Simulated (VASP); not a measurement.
# Si10H4Cl in VASP: notebook

The runs below take Si10H4Cl through single point, with LDA.

Everything below comes from runs of VASP 6.6.1. Logs are shortened: lines on timing, memory, paths and dates and some standing lists are left out, and cuts for length are marked.

**1. The cell of the first run**

The cell holds a slab with vacuum, 30 atoms: a = 7.679 Å, b = 7.679 Å, c = 19.256 Å, α = 90.00°, β = 90.00°, γ = 90.00°.

**2. Single point, LDA**

Contents of INCAR:

```
PREC     = Accurate       # precision mode
ENCUT    = 400            # plane-wave cutoff, eV
EDIFF    = 1E-6           # SCF threshold, eV
ISMEAR   = 0              # smearing method
SIGMA    = 0.05           # smearing width, eV
LREAL    = F              # projectors in reciprocal space
LASPH    = T              # aspherical terms in the spheres
NELM     = 120            # most SCF steps
ALGO     = Normal         # electronic algorithm
ISIF     = 2              # what is computed and relaxed
LWAVE    = F              # write WAVECAR
LCHARG   = F              # write CHGCAR
NBANDS   = 72             # bands
GGA_COMPAT= F            
NELMDL   = -8
```

Contents of KPOINTS:

```
regular mesh
0
Gamma
  2 2 1
```

Contents of POSCAR:

```
Si10H4Cl
1.0
    7.6791800000      0.0000000000      0.0000000000
    0.0000000000      7.6791800000      0.0000000000
    0.0000000000      0.0000000000     19.2555000000
H Si Cl
8 20 2
Direct
    0.4093920100      0.0000000000      0.0519332100
    0.0906079700      0.0000000000      0.0519332100
    0.9093919800      0.0000000000      0.0519332100
    0.5906079500      0.0000000000      0.0519332100
    0.4093920100      0.4999999800      0.0519332100
    0.0906079700      0.4999999800      0.0519332100
    0.9093919800      0.4999999800      0.0519332100
    0.5906079500      0.4999999800      0.0519332100
    0.2499999900      0.0000000000      0.0968814100
    0.7499999700      0.0000000000      0.0968814100
    0.2499999900      0.4999999800      0.0968814100
    0.7499999700      0.4999999800      0.0968814100
    0.2474679663      0.2508219036      0.1632801691
    0.7471572873      0.2489219098      0.1629055655
    0.2506801710      0.7501121272      0.1687652600
    0.7507070830      0.7501029891      0.1670937719
   -0.0026264025      0.2574395383      0.2299498985
    0.4972314244      0.2570098391      0.2310856134
   -0.0019952412      0.7471236079      0.2390843297
    0.5039092066      0.7466005117      0.2391492290
   -0.0092680400      0.0097034541      0.3024880232
    0.5187791836      0.0074680811      0.3035511831
   -0.0167457815      0.4915955494      0.3064359542
    0.5195042362      0.4919854154      0.3071157043
    0.2555112517      0.1171685445      0.3337472484
    0.7551767785      0.1234592751      0.3676138054
    0.2513926279      0.4209076941      0.3581530778
    0.7522455784      0.4316923597      0.3835253308
    0.7534584524     -0.0054449707      0.4622466182
    1.2465571871      0.4478533308      0.4648556726
```

Potentials or basis: VASP PAW LDA potentials, release 64 (H, Si, Cl).

Run with:

```bash
> cat potpaw_LDA.64/H/POTCAR potpaw_LDA.64/Si/POTCAR potpaw_LDA.64/Cl/POTCAR > POTCAR
> mpirun -np 1 vasp_std > vasp.out
```

OUTCAR:

```text
PREC = Accurate
   ENCUT = 400
   EDIFF = 1E-6
   ISMEAR = 0
   LREAL = F
   LASPH = T
   NELM = 120
   ISIF = 2
   NELMDL = -8

 ion  position               nearest neighbor table
   1  0.409  0.000  0.052-   9 1.50
   2  0.091  0.000  0.052-   9 1.50
   3  0.909  0.000  0.052-  10 1.50
   4  0.591  0.000  0.052-  10 1.50
   5  0.409  0.500  0.052-  11 1.50
   6  0.091  0.500  0.052-  11 1.50
   7  0.909  0.500  0.052-  12 1.50
   8  0.591  0.500  0.052-  12 1.50
   9  0.250  0.000  0.097-   1 1.50   2 1.50  13 2.31  15 2.37
  10  0.750  0.000  0.097-   3 1.50   4 1.50  14 2.30  16 2.35
  11  0.250  0.500  0.097-   5 1.50   6 1.50  13 2.30  15 2.37
  12  0.750  0.500  0.097-   7 1.50   8 1.50  14 2.31  16 2.35
  13  0.247  0.251  0.163-  11 2.30  17 2.31   9 2.31  18 2.32
  14  0.747  0.249  0.163-  10 2.30  12 2.31  17 2.32  18 2.33
  15  0.251  0.750  0.169-   9 2.37  19 2.37  11 2.37  20 2.37
  16  0.751  0.750  0.167-  10 2.35  12 2.35  20 2.35  19 2.35
  17  0.997  0.257  0.230-  13 2.31  14 2.32  23 2.33  21 2.36  25 3.01
  18  0.497  0.257  0.231-  13 2.32  14 2.33  24 2.33  22 2.38  25 2.92
  19  0.998  0.747  0.239-  16 2.35  23 2.35  21 2.36  15 2.37
  20  0.504  0.747  0.239-  16 2.35  24 2.36  22 2.36  15 2.37
  21  0.991  0.010  0.302-  25 2.28  19 2.36  17 2.36  26 2.37
  22  0.519  0.007  0.304-  25 2.27  20 2.36  26 2.37  18 2.38
  23  0.983  0.492  0.306-  17 2.33  27 2.35  19 2.35  28 2.36
  24  0.520  0.492  0.307-  18 2.33  27 2.35  20 2.36  28 2.36
  25  0.256  0.117  0.334-  22 2.27  21 2.28  27 2.38  18 2.92  17 3.01
  26  0.755  0.123  0.368-  29 2.07  21 2.37  22 2.37  28 2.39
  27  0.251  0.421  0.358-  30 2.07  24 2.35  23 2.35  25 2.38
  28  0.752  0.432  0.384-  23 2.36  24 2.36  26 2.39
  29  0.753  0.995  0.462-  26 2.07
  30  0.247  0.448  0.465-  27 2.07

  LATTYP: Found a simple tetragonal cell.
 ALAT       =     7.6791800000
 C/A-ratio  =     2.5074942898

  Lattice vectors:

 A1 = (   7.6791800000,   0.0000000000,   0.0000000000)
 A2 = (   0.0000000000,   7.6791800000,   0.0000000000)
 A3 = (   0.0000000000,   0.0000000000,  19.2555000000)

Analysis of symmetry for initial positions (statically):
=====================================================================
 Subroutine PRICEL returns:
 Original cell was already a primitive cell.

 Routine SETGRP: Setting up the symmetry group for a
 simple tetragonal supercell.

 Subroutine GETGRP returns: Found  1 space group operations
 (whereof  1 operations were pure point group operations)
 out of a pool of 16 trial point group operations.

The static configuration has the point symmetry C_1 .

Analysis of symmetry for dynamics (positions and initial velocities):
=====================================================================
 Subroutine PRICEL returns:
 Original cell was already a primitive cell.

 Routine SETGRP: Setting up the symmetry group for a
 simple tetragonal supercell.

 Subroutine GETGRP returns: Found  1 space group operations
 (whereof  1 operations were pure point group operations)
 out of a pool of 16 trial point group operations.

The dynamic configuration has the point symmetry C_1 .

 Subroutine INISYM returns: Found  1 space group operations
 (whereof  1 operations are pure point group operations),
 and found     1 'primitive' translations

----------------------------------------------------------------------------------------

                                     Primitive cell

  volume of cell :    1135.4931

  direct lattice vectors                    reciprocal lattice vectors
     7.679180000  0.000000000  0.000000000     0.130222237  0.000000000  0.000000000
     0.000000000  7.679180000  0.000000000     0.000000000  0.130222237  0.000000000
     0.000000000  0.000000000 19.255500000     0.000000000  0.000000000  0.051933214

  length of vectors
     7.679180000  7.679180000 19.255500000     0.130222237  0.130222237  0.051933214

  position of ions in fractional coordinates (direct lattice)
     0.409392010  0.000000000  0.051933210
     0.090607970  0.000000000  0.051933210
     0.909391980  0.000000000  0.051933210
     0.590607950  0.000000000  0.051933210
     0.409392010  0.499999980  0.051933210
     0.090607970  0.499999980  0.051933210
[... 22 lines left out ...]
     0.753458452  0.994555029  0.462246618
     0.246557187  0.447853331  0.464855673

  ion indices of the primitive-cell ions
   primitive index   ion index
                 1           1
                 2           2
                 3           3
                 4           4
                 5           5
                 6           6
[... 22 lines left out ...]
                29          29
                30          30

----------------------------------------------------------------------------------------

 KPOINTS: regular mesh

Automatic generation of k-mesh.
 Grid dimensions read from file:
 generate k-points for:    2    2    1

 Generating k-lattice:

  Cartesian coordinates                     Fractional coordinates (reciprocal lattice)
     0.065111119  0.000000000  0.000000000     0.500000000  0.000000000  0.000000000
     0.000000000  0.065111119  0.000000000     0.000000000  0.500000000  0.000000000
     0.000000000  0.000000000  0.051933214     0.000000000  0.000000000  1.000000000

  Length of vectors
     0.065111119  0.065111119  0.051933214

  Shift w.r.t. Gamma in fractional coordinates (k-lattice)
     0.000000000  0.000000000  0.000000000

 Subroutine IBZKPT returns following result:
 ===========================================

 Found      4 irreducible k-points:

 Following reciprocal coordinates:
            Coordinates               Weight
  0.000000  0.000000  0.000000      1.000000
  0.500000  0.000000  0.000000      1.000000
  0.000000  0.500000  0.000000      1.000000
  0.500000  0.500000  0.000000      1.000000
   k-points           NKPTS =      4   k-points in BZ     NKDIM =      4   number of bands    NBANDS=     72
   number of dos      NEDOS =    301   number of ions     NIONS =     30
   total plane-waves  NPLWV = 315000
   dimension x,y,z NGX =    50 NGY =   50 NGZ =  126
   dimension x,y,z NGXF=   100 NGYF=  100 NGZF=  252
   ions per type =               8  20   2
   NGX,Y,Z   is equivalent  to a cutoff of  10.82, 10.82, 10.88 a.u.
   NGXF,Y,Z  is equivalent  to a cutoff of  21.65, 21.65, 21.76 a.u.
 SYSTEM =  unknown system
   PREC   = accura    normal or accurate (medium, high low for compatibility)
   ISTART =      0    job   : 0-new  1-cont  2-samecut
   ICHARG =      2    charge: 1-file 2-atom 10-const
   ISPIN  =      1    spin polarized calculation?
   LNONCOLLINEAR =      F non collinear calculations
   LSORBIT =      F    spin-orbit coupling
   LASPH  =      T    aspherical Exc in radial PAW
   ENCUT  =  400.0 eV  29.40 Ry    5.42 a.u.  12.52 12.52 31.40*2*pi/ulx,y,z
   NELM   =    120;   NELMIN=  2; NELMDL= -8     # of ELM steps
   EDIFF  = 0.1E-05   stopping-criterion for ELM
   LREAL  =      F    real-space projection
   EDIFFG = 0.1E-04   stopping-criterion for IOM
   NSW    =      0    number of steps for IOM
   IBRION =     -1    ionic relax: 0-MD 1-quasi-New 2-CG
   NFREE  =      0    steps in history (QN), initial steepest desc. (CG)
   ISIF   =      2    stress and relaxation
   ISYM   =      2    0-nonsym 1-usesym 2-fastsym
   POTIM  = 0.5000    time-step for ionic-motion
   TEBEG  =    0.0;   TEEND  =   0.0 temperature during run
   PSTRESS=    0.0 pullay stress
   NELECT =     102.0000    total number of electrons
   NUPDOWN=      -1.0000    fix difference up-down
   EMIN   =  10.00;   EMAX   =-10.00  energy-range for DOS
   EFERMI =   0.00;   METHOD = LEGACY
   ISMEAR =     0;   SIGMA  =   0.05  broadening in eV -4-tet -1-fermi 0-gaus
   EFERMI_NEDOS =   21; number of points for ismear=-14 and -15
   IALGO  =     38    algorithm
   IMIX   =      4    mixing-type and parameters
     AMIX     =   0.40;   BMIX     =  1.00
     AMIX_MAG =   1.60;   BMIX_MAG =  1.00
  volume/ion in A,a.u.               =      37.85       255.42
  Fermi-wavevector in a.u.,A,eV,Ry     =   0.733185  1.385518  7.313945  0.537560
  Thomas-Fermi vector in A             =   1.825831
   LORBIT       =      0    0 simple, 1 ext, 2 COOP (PROOUT), +10 PAW based schemes
   GGA     = CA    functional components
   LHFCALC =     F    Hartree Fock is set to
   AEXX    =    0.0000 exact exchange contribution
   IVDW    =     0    specifies the selected vdW correction
   LEPSILON=     F    determine dielectric tensor
   LRPA    =     F    only Hartree local field effects (RPA)
 non-spin polarized calculation
 Gauss-broadening in eV      SIGMA  =   0.05
  energy-cutoff  :      400.00
  volume of cell :     1135.49
 maximum number of plane-waves:     20660
   NGX = 25   NGY = 25   NGZ = 63

 number of electron     101.9999975 magnetization

 Free energy of the ion-electron system (eV)
  ---------------------------------------------------
  ext. energy  EPLUGINS =         0.00000000
  ---------------------------------------------------
  free energy    TOTEN  =      -147.66051950 eV

  energy without entropy =     -147.65673922  energy(sigma->0) =     -147.65862936

 E-fermi :  -0.8238     XC(G=0):  -4.7494

 val. band max:       -0.8811685566   @ k =   0.5000   0.5000   0.0000
 cond. band min:      -0.7663698346   @ k =   0.0000   0.0000   0.0000
 fundamental gap:      0.1147987220
 Fermi energy:        -0.8237792644

 k-point     1 :       0.0000    0.0000    0.0000
  band No.  band energies     occupation
      1     -16.6605      2.00000
      2     -16.5180      2.00000
      3     -12.6673      2.00000
      4     -11.4348      2.00000
      5     -10.7970      2.00000
      6     -10.7101      2.00000
[... 55 lines left out ...]
     62       1.4406      0.00000
     63       1.7426      0.00000

 k-point     2 :       0.5000    0.0000    0.0000
  band No.  band energies     occupation
      1     -16.6598      2.00000
      2     -16.5181      2.00000
      3     -12.2280      2.00000
      4     -12.0372      2.00000
      5     -11.0103      2.00000
      6     -10.8970      2.00000
[... 55 lines left out ...]
     62       1.9129      0.00000
     63       1.9914      0.00000

 k-point     3 :       0.0000    0.5000    0.0000
  band No.  band energies     occupation
      1     -16.6602      2.00000
      2     -16.5179      2.00000
      3     -12.4074      2.00000
      4     -11.7704      2.00000
      5     -11.0938      2.00000
      6     -10.4854      2.00000
[... 55 lines left out ...]
     62       2.0314      0.00000
     63       2.0610      0.00000

 k-point     4 :       0.5000    0.5000    0.0000
  band No.  band energies     occupation
      1     -16.6597      2.00000
      2     -16.5179      2.00000
      3     -12.0072      2.00000
      4     -11.6935      2.00000
      5     -11.2869      2.00000
      6     -11.2250      2.00000
[... 55 lines left out ...]
     62       2.3761      0.00000
     63       2.4975      0.00000
 [bands above 63 left out]

------------------------ aborting loop because EDIFF is reached ----------------------------------------

  FORCE on cell =-STRESS in cart. coord.  units (eV):
  Direction    XX          YY          ZZ          XY          YZ          ZX
  --------------------------------------------------------------------------------------
  -------------------------------------------------------------------------------------
  Total       11.6375871     -3.0122438     -0.1389594     -0.1158969      0.0426539     -0.0338691
  in kB       16.4206004     -4.2502669     -0.1960713     -0.1635302      0.0601845     -0.0477893
  external PRESSURE =       3.9914207 kB  Pullay stress =       0.0000000 kB

 VOLUME and BASIS-vectors are now :
 -----------------------------------------------------------------------------
  energy-cutoff  :      400.00
  volume of cell :     1135.49
      direct lattice vectors                 reciprocal lattice vectors
     7.679180000  0.000000000  0.000000000     0.130222237  0.000000000  0.000000000
     0.000000000  7.679180000  0.000000000     0.000000000  0.130222237  0.000000000
     0.000000000  0.000000000 19.255500000     0.000000000  0.000000000  0.051933214

 POSITION                                       TOTAL-FORCE (eV/Angst)
 -----------------------------------------------------------------------------------
      3.14379      0.00000      1.00000        -0.456111     -0.054871     -0.011098
      0.69579      0.00000      1.00000         0.449932     -0.064589     -0.014459
      6.98338      0.00000      1.00000        -0.448912     -0.028204     -0.026865
      4.53538      0.00000      1.00000         0.469792     -0.061412     -0.041233
      3.14379      3.83959      1.00000        -0.451324      0.071805     -0.025279
      0.69579      3.83959      1.00000         0.441498      0.087688     -0.027746
[... 22 lines left out ...]
      5.78594      7.63737      8.90079        -0.001330     -0.003290     -0.011202
      1.89336      3.43915      8.95103         0.004403      0.004621     -0.035603
 -----------------------------------------------------------------------------------
    total drift:                               -0.000877     -0.000276      0.000761

  FREE ENERGIE OF THE ION-ELECTRON SYSTEM (eV)
  ---------------------------------------------------
  free  energy   TOTEN  =      -147.6605194968 eV

  energy  without entropy=     -147.6567392232  energy(sigma->0) =     -147.65862936
```

It took 9.2 min on 1 thread of Intel Xeon 6975P-C (Granite Rapids), shared host; peak memory 0.6 GiB.

What came out:

```
Free energy            : -147.6605 eV
Largest force          : 0.476 eV/Å
Band gap on the k mesh : 0.11 eV (least direct gap 0.38 eV)
```

Forces in eV/Å, atoms in the order of the input:
```
H   -0.456 -0.055 -0.011
H    0.450 -0.065 -0.014
H   -0.449 -0.028 -0.027
H    0.470 -0.061 -0.041
H   -0.451  0.072 -0.025
H    0.441  0.088 -0.028
H   -0.431  0.013 -0.022
H    0.452  0.060 -0.040
Si   0.024 -0.269  0.166
Si  -0.034 -0.278 -0.076
Si   0.030  0.293  0.069
Si  -0.049  0.219 -0.009
Si   0.005  0.002 -0.003
Si   0.001 -0.008 -0.003
Si  -0.001 -0.002  0.002
Si   0.006  0.003 -0.002
Si   0.019  0.010  0.002
Si  -0.015  0.009 -0.008
Si   0.000 -0.001  0.001
Si  -0.004  0.003 -0.002
Si  -0.003 -0.023  0.007
Si   0.014 -0.019  0.007
Si   0.001  0.004  0.000
Si   0.001  0.009  0.006
Si  -0.017  0.000  0.016
Si  -0.002  0.002  0.014
Si   0.003  0.019  0.057
Si  -0.005  0.002  0.011
Cl  -0.001 -0.003 -0.011
Cl   0.004  0.005 -0.036
```

**3. Single point, LDA**

Contents of INCAR:

```
ALGO = Normal
EDIFF = 1E-6
ENCUT = 400
GGA_COMPAT = False
ISIF = 2
ISMEAR = 0
LASPH = True
LCHARG = False
LREAL = False
LWAVE = False
NBANDS = 72
NELM = 120
NELMDL = -8
PREC = Accurate
SIGMA = 0.05
```

Contents of KPOINTS:

```
k-points
0
Gamma
  2 2 1
```

Contents of POSCAR:

```
Si10H4Cl
1.0
    7.6791800000      0.0000000000      0.0000000000
    0.0000000000      7.6791800000      0.0000000000
    0.0000000000      0.0000000000     19.2555000000
H Si Cl
8 20 2
Direct
    0.4093920184      0.0000000000      0.0519332139
    0.0906079816      0.0000000000      0.0519332139
    0.9093920184      0.0000000000      0.0519332139
    0.5906079816      0.0000000000      0.0519332139
    0.4093920184      0.5000000000      0.0519332139
    0.0906079816      0.5000000000      0.0519332139
    0.9093920184      0.5000000000      0.0519332139
    0.5906079816      0.5000000000      0.0519332139
    0.2500000000      0.0000000000      0.0968814105
    0.7500000000      0.0000000000      0.0968814105
    0.2500000000      0.5000000000      0.0968814105
    0.7500000000      0.5000000000      0.0968814105
    0.2500608138      0.2500559956      0.1643154943
    0.7500231796      0.2500699293      0.1643350731
    0.2500920671      0.7501256645      0.1672939160
    0.7500381551      0.7501879107      0.1672586014
    0.0000712316      0.2514306215      0.2313489652
    0.5000450569      0.2514612237      0.2313637662
   -0.0000727942      0.7545904641      0.2377691569
    0.5000457080      0.7547360525      0.2377859832
    0.0000015627      0.0100730807      0.3041171613
    0.5001649916      0.0102270034      0.3041033471
   -0.0007478663      0.4988591230      0.3037028901
    0.5005723267      0.4989734581      0.3036918283
    0.2500067716      0.0892788032      0.3628605334
    0.7500373738      0.0892527588      0.3630244346
    0.2499570267      0.3916209804      0.3491013477
    0.7498994684      0.3922671431      0.3506695749
    0.7501304827      0.0059433429      0.4647924489
    1.2497994578      0.0080265080      0.4648877983
```

Potentials or basis: VASP PAW LDA potentials, release 64 (H, Si, Cl).

Run with:

```bash
> cat potpaw_LDA.64/H/POTCAR potpaw_LDA.64/Si/POTCAR potpaw_LDA.64/Cl/POTCAR > POTCAR
> mpirun -np 1 vasp_std > vasp.out
```

It took 8.8 min on 1 thread of Intel Xeon 6975P-C (Granite Rapids), shared host; peak memory 0.59 GiB.

It converged, with:

```yaml
Free_energy: -147.6906 eV
Largest_force: 0.475 eV/Å
Band_gap_on_the_k_mesh: zero (bands 51 and 52 overlap by 0.57 eV)
```

Forces on the atoms (eV/Å):
```
H   -0.467 -0.078 -0.032
H    0.466 -0.078 -0.032
H   -0.467 -0.076 -0.032
H    0.467 -0.076 -0.032
H   -0.466  0.073 -0.018
H    0.465  0.074 -0.017
H   -0.466  0.074 -0.018
H    0.466  0.074 -0.017
Si   0.001 -0.042  0.007
Si   0.000 -0.039  0.003
Si   0.003  0.040  0.073
Si   0.000  0.039  0.072
Si  -0.001  0.006  0.003
Si   0.002  0.005  0.003
Si  -0.009  0.005 -0.004
Si  -0.005  0.006 -0.003
Si  -0.003 -0.008  0.000
Si   0.001  0.001 -0.005
Si   0.003 -0.001  0.011
Si   0.010 -0.005  0.009
Si  -0.007  0.006 -0.012
Si  -0.007 -0.002 -0.002
Si   0.007  0.011 -0.002
Si  -0.001  0.007 -0.001
Si   0.004 -0.021  0.032
Si   0.006 -0.018  0.027
Si  -0.002  0.009  0.004
Si   0.000  0.005  0.003
Cl  -0.001  0.004 -0.010
Cl   0.002  0.003 -0.011
```

Levels at points of the mesh, in eV from the Fermi level:
```csv
k point,band 49,band 50,band 51,band 52,band 53,band 54
"(0.00, 0.00, 0.00)",-1.38,-0.95,-0.40,-0.25,0.53,0.74
"(0.50, 0.00, 0.00)",-1.25,-1.25,0.14,0.17,1.20,1.20
"(0.00, 0.50, 0.00)",-1.04,-0.93,-0.25,-0.14,0.96,1.16
"(0.50, 0.50, 0.00)",-1.53,-1.53,0.32,0.35,1.45,1.46
```

Caveat: the k points lie up to 0.41 Å⁻¹ apart, too coarse for converged energies and pressures of a metal.
